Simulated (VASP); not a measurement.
# InAs (zincblende type) (F-43m) in VASP: notebook

Runs on InAs (zincblende type). Level: LDA. Tasks: single point, relaxation of cell and atoms.

All numbers are computed with VASP 6.6.1; they aren't measurements. Logs are shortened: lines on timing, memory, paths and dates and some standing lists are left out, and cuts for length are marked.

## 1. The cell of the first run

The structure is cubic, space group F-43m (No. 216). Conventional cell: a = 6.027 Å, b = 6.027 Å, c = 6.027 Å, α = 90.00°, β = 90.00°, γ = 90.00°. In (site symmetry -43m) has 4 As at 2.61 Å within 3.4 Å. As (site symmetry -43m) has 4 In at 2.61 Å within 3.4 Å.

## 2. Single point, LDA

INCAR reads:

```
SYSTEM = InAs
PREC = Accurate ; ENCUT = 520
EDIFF = 1E-7 ; ISMEAR = -1
SIGMA = 0.02 ; LREAL = .FALSE.
LASPH = .TRUE. ; NELM = 60
ALGO = Normal ; ISIF = 2
LWAVE = .FALSE. ; LCHARG = .FALSE.
GGA = CA ; NBANDS = 16
```

KPOINTS reads:

```
regular mesh
0
G
  9 9 9
  0 0 0
```

POSCAR reads:

```
InAs
1.0
    0.0000000000      3.0135285408      3.0135285408
    3.0135285408      0.0000000000      3.0135285408
    3.0135285408      3.0135285408      0.0000000000
In As
1 1
Direct
    0.0000000000      0.0000000000      0.0000000000
    0.2500000000      0.2500000000      0.2500000000
```

Potentials or basis: VASP PAW LDA potentials, release 64 (In_d, As).

The run is started by

```console
cat potpaw_LDA.64/In_d/POTCAR potpaw_LDA.64/As/POTCAR > POTCAR
mpirun -np 1 vasp_std > vasp.out
```

OUTCAR:

```text
SYSTEM = InAs
   PREC = Accurate
   ENCUT = 520
   EDIFF = 1E-7
   ISMEAR = -1
   LREAL = .FALSE.
   LASPH = .TRUE.
   NELM = 60
   ISIF = 2
   GGA = CA

 ion  position               nearest neighbor table
   1  0.000  0.000  0.000-   2 2.61   2 2.61   2 2.61   2 2.61
   2  0.250  0.250  0.250-   1 2.61   1 2.61   1 2.61   1 2.61

  LATTYP: Found a face centered cubic cell.
 ALAT       =     6.0270570816

  Lattice vectors:

 A1 = (   0.0000000000,   3.0135285408,   3.0135285408)
 A2 = (   3.0135285408,   0.0000000000,   3.0135285408)
 A3 = (   3.0135285408,   3.0135285408,   0.0000000000)

Analysis of symmetry for initial positions (statically):
=====================================================================
 Subroutine PRICEL returns:
 Original cell was already a primitive cell.

 Routine SETGRP: Setting up the symmetry group for a
 face centered cubic supercell.

 Subroutine GETGRP returns: Found 24 space group operations
 (whereof 24 operations were pure point group operations)
 out of a pool of 48 trial point group operations.

The static configuration has the point symmetry T_d .

Analysis of symmetry for dynamics (positions and initial velocities):
=====================================================================
 Subroutine PRICEL returns:
 Original cell was already a primitive cell.

 Routine SETGRP: Setting up the symmetry group for a
 face centered cubic supercell.

 Subroutine GETGRP returns: Found 24 space group operations
 (whereof 24 operations were pure point group operations)
 out of a pool of 48 trial point group operations.

The dynamic configuration has the point symmetry T_d .

 Subroutine INISYM returns: Found 24 space group operations
 (whereof 24 operations are pure point group operations),
 and found     1 'primitive' translations

----------------------------------------------------------------------------------------

                                     Primitive cell

  volume of cell :      54.7338

  direct lattice vectors                    reciprocal lattice vectors
     0.000000000  3.013528541  3.013528541    -0.165918455  0.165918455  0.165918455
     3.013528541  0.000000000  3.013528541     0.165918455 -0.165918455  0.165918455
     3.013528541  3.013528541  0.000000000     0.165918455  0.165918455 -0.165918455

  length of vectors
     4.261772933  4.261772933  4.261772933     0.287379194  0.287379194  0.287379194

  position of ions in fractional coordinates (direct lattice)
     0.000000000  0.000000000  0.000000000
     0.250000000  0.250000000  0.250000000

  ion indices of the primitive-cell ions
   primitive index   ion index
                 1           1
                 2           2

----------------------------------------------------------------------------------------

 KPOINTS: regular mesh

Automatic generation of k-mesh.
 Grid dimensions read from file:
 generate k-points for:    9    9    9

 Generating k-lattice:

  Cartesian coordinates                     Fractional coordinates (reciprocal lattice)
    -0.018435384  0.018435384  0.018435384     0.111111111  0.000000000  0.000000000
     0.018435384 -0.018435384  0.018435384     0.000000000  0.111111111  0.000000000
     0.018435384  0.018435384 -0.018435384     0.000000000  0.000000000  0.111111111

  Length of vectors
     0.031931022  0.031931022  0.031931022

  Shift w.r.t. Gamma in fractional coordinates (k-lattice)
     0.000000000  0.000000000  0.000000000

 Subroutine IBZKPT returns following result:
 ===========================================

 Found     35 irreducible k-points:

 Following reciprocal coordinates:
            Coordinates               Weight
  0.000000  0.000000  0.000000      1.000000
  0.111111  0.000000  0.000000      8.000000
  0.222222  0.000000  0.000000      8.000000
  0.333333  0.000000  0.000000      8.000000
  0.444444  0.000000  0.000000      8.000000
  0.111111  0.111111  0.000000      6.000000
[... 16 lines left out ...]
 -0.333333  0.333333  0.000000     12.000000
  0.444444  0.444444  0.000000      6.000000
 [... further k-points ...]
   k-points           NKPTS =     35   k-points in BZ     NKDIM =     35   number of bands    NBANDS=     16
   number of dos      NEDOS =    301   number of ions     NIONS =      2
   total plane-waves  NPLWV =  32768
   dimension x,y,z NGX =    32 NGY =   32 NGZ =   32
   dimension x,y,z NGXF=    64 NGYF=   64 NGZF=   64
   ions per type =               1   1
   NGX,Y,Z   is equivalent  to a cutoff of  12.48, 12.48, 12.48 a.u.
   NGXF,Y,Z  is equivalent  to a cutoff of  24.97, 24.97, 24.97 a.u.
 SYSTEM =  InAs
   PREC   = accura    normal or accurate (medium, high low for compatibility)
   ISTART =      0    job   : 0-new  1-cont  2-samecut
   ICHARG =      2    charge: 1-file 2-atom 10-const
   ISPIN  =      1    spin polarized calculation?
   LNONCOLLINEAR =      F non collinear calculations
   LSORBIT =      F    spin-orbit coupling
   LASPH  =      T    aspherical Exc in radial PAW
   ENCUT  =  520.0 eV  38.22 Ry    6.18 a.u.   7.92  7.92  7.92*2*pi/ulx,y,z
   NELM   =     60;   NELMIN=  2; NELMDL= -5     # of ELM steps
   EDIFF  = 0.1E-06   stopping-criterion for ELM
   LREAL  =      F    real-space projection
   EDIFFG = 0.1E-05   stopping-criterion for IOM
   NSW    =      0    number of steps for IOM
   IBRION =     -1    ionic relax: 0-MD 1-quasi-New 2-CG
   NFREE  =      0    steps in history (QN), initial steepest desc. (CG)
   ISIF   =      2    stress and relaxation
   ISYM   =      2    0-nonsym 1-usesym 2-fastsym
   POTIM  = 0.5000    time-step for ionic-motion
   TEBEG  =    0.0;   TEEND  =   0.0 temperature during run
   PSTRESS=    0.0 pullay stress
   NELECT =      18.0000    total number of electrons
   NUPDOWN=      -1.0000    fix difference up-down
   EMIN   =  10.00;   EMAX   =-10.00  energy-range for DOS
   EFERMI =   0.00;   METHOD = LEGACY
   ISMEAR =    -1;   SIGMA  =   0.02  broadening in eV -4-tet -1-fermi 0-gaus
   EFERMI_NEDOS =   21; number of points for ismear=-14 and -15
   IALGO  =     38    algorithm
   IMIX   =      4    mixing-type and parameters
     AMIX     =   0.40;   BMIX     =  1.00
     AMIX_MAG =   1.60;   BMIX_MAG =  1.00
  volume/ion in A,a.u.               =      27.37       184.68
  Fermi-wavevector in a.u.,A,eV,Ry     =   1.130005  2.135400 17.373432  1.276911
  Thomas-Fermi vector in A             =   2.266700
   LORBIT       =      0    0 simple, 1 ext, 2 COOP (PROOUT), +10 PAW based schemes
   GGA     = CA    functional components
   LHFCALC =     F    Hartree Fock is set to
   AEXX    =    0.0000 exact exchange contribution
   IVDW    =     0    specifies the selected vdW correction
   LEPSILON=     F    determine dielectric tensor
   LRPA    =     F    only Hartree local field effects (RPA)
 non-spin polarized calculation
  energy-cutoff  :      520.00
  volume of cell :       54.73
 maximum number of plane-waves:      1486
   NGX = 15   NGY = 15   NGZ = 15

 number of electron      17.9999992 magnetization

 Free energy of the ion-electron system (eV)
  ---------------------------------------------------
  ext. energy  EPLUGINS =         0.00000000
  ---------------------------------------------------
  free energy    TOTEN  =        -9.02793774 eV

  energy without entropy =       -9.02783151  energy(sigma->0) =       -9.02788462

 E-fermi :   4.4541     XC(G=0):  -9.4546

 val. band max:        4.4401856115   @ k =   0.0000   0.0000   0.0000
 cond. band min:       5.2873779858   @ k =   0.4444   0.0000   0.0000
 fundamental gap:      0.8471923743
 Fermi energy:         4.4541344852

 k-point     1 :       0.0000    0.0000    0.0000
  band No.  band energies     occupation
      1      -9.9381      2.00000
      2      -9.9381      2.00000
      3      -9.9381      2.00000
      4      -9.8054      2.00000
      5      -9.8054      2.00000
      6      -7.5388      2.00000
[... 8 lines left out ...]
     15      14.1836      0.00000
     16      14.1836      0.00000

 k-point     2 :       0.1111    0.0000    0.0000
  band No.  band energies     occupation
      1      -9.9558      2.00000
      2      -9.9331      2.00000
      3      -9.9331      2.00000
      4      -9.8055      2.00000
      5      -9.8055      2.00000
      6      -7.4073      2.00000
[... 8 lines left out ...]
     15      13.3273      0.00000
     16      13.3273      0.00000

 k-point     3 :       0.2222    0.0000    0.0000
  band No.  band energies     occupation
      1      -9.9977      2.00000
      2      -9.9217      2.00000
      3      -9.9217      2.00000
      4      -9.8048      2.00000
      5      -9.8048      2.00000
      6      -7.0394      2.00000
[... 8 lines left out ...]
     15      12.9346      0.00000
     16      12.9346      0.00000

 k-point     4 :       0.3333    0.0000    0.0000
  band No.  band energies     occupation
      1     -10.0414      2.00000
      2      -9.9110      2.00000
      3      -9.9110      2.00000
      4      -9.8015      2.00000
      5      -9.8015      2.00000
      6      -6.5277      2.00000
[... 8 lines left out ...]
     15      13.5009      0.00000
     16      13.5009      0.00000
[... 324 lines left out ...]
 k-point    22 :      -0.4444    0.3333    0.0000
  band No.  band energies     occupation
      1     -10.1114      2.00000
      2      -9.8756      2.00000
      3      -9.8647      2.00000
      4      -9.8295      2.00000
      5      -9.7902      2.00000
      6      -5.5444      2.00000
[... 8 lines left out ...]
     15      14.9543      0.00000
     16      16.7120      0.00000

 k-point    23 :      -0.3333    0.3333    0.0000
  band No.  band energies     occupation
      1     -10.0986      2.00000
      2      -9.8865      2.00000
      3      -9.8731      2.00000
      4      -9.8178      2.00000
      5      -9.7983      2.00000
      6      -5.5953      2.00000
[... 8 lines left out ...]
     15      13.6446      0.00000
     16      17.0752      0.00000

 k-point    24 :       0.4444    0.4444    0.0000
  band No.  band energies     occupation
      1     -10.1280      2.00000
      2      -9.8551      2.00000
      3      -9.8551      2.00000
      4      -9.8454      2.00000
      5      -9.7822      2.00000
      6      -5.5745      2.00000
[... 8 lines left out ...]
     15      15.8886      0.00000
     16      16.8205      0.00000

 [... further k-points ...]

------------------------ aborting loop because EDIFF is reached ----------------------------------------

  FORCE on cell =-STRESS in cart. coord.  units (eV):
  Direction    XX          YY          ZZ          XY          YZ          ZX
  --------------------------------------------------------------------------------------
  -------------------------------------------------------------------------------------
  Total        0.0404700      0.0404700      0.0404700      0.0000000      0.0000000     -0.0000000
  in kB        1.1846441      1.1846441      1.1846441      0.0000000      0.0000000     -0.0000000
  external PRESSURE =       1.1846441 kB  Pullay stress =       0.0000000 kB

 VOLUME and BASIS-vectors are now :
 -----------------------------------------------------------------------------
  energy-cutoff  :      520.00
  volume of cell :       54.73
      direct lattice vectors                 reciprocal lattice vectors
     0.000000000  3.013528541  3.013528541    -0.165918455  0.165918455  0.165918455
     3.013528541  0.000000000  3.013528541     0.165918455 -0.165918455  0.165918455
     3.013528541  3.013528541  0.000000000     0.165918455  0.165918455 -0.165918455

 POSITION                                       TOTAL-FORCE (eV/Angst)
 -----------------------------------------------------------------------------------
      0.00000      0.00000      0.00000        -0.000000     -0.000000     -0.000000
      1.50676      1.50676      1.50676         0.000000      0.000000      0.000000
 -----------------------------------------------------------------------------------
    total drift:                               -0.000000     -0.000000     -0.000000

  FREE ENERGIE OF THE ION-ELECTRON SYSTEM (eV)
  ---------------------------------------------------
  free  energy   TOTEN  =        -9.0279377403 eV

  energy  without entropy=       -9.0278315054  energy(sigma->0) =       -9.02788462
```

It took 22 s on 1 thread of Intel Xeon 6975P-C (Granite Rapids), shared host; peak memory 0.17 GiB.

What came out:

| Quantity | Value |
| --- | --- |
| Free energy | -9.0279 eV |
| Pressure | 0.1 GPa |
| Band gap on the k mesh | zero (filled and empty bands touch) |

Caveat: semilocal functionals underestimate gaps, so a narrow gap can read as zero; spin-orbit coupling is left out, which moves the levels of the heavy elements.

[end of part 1 of 2]
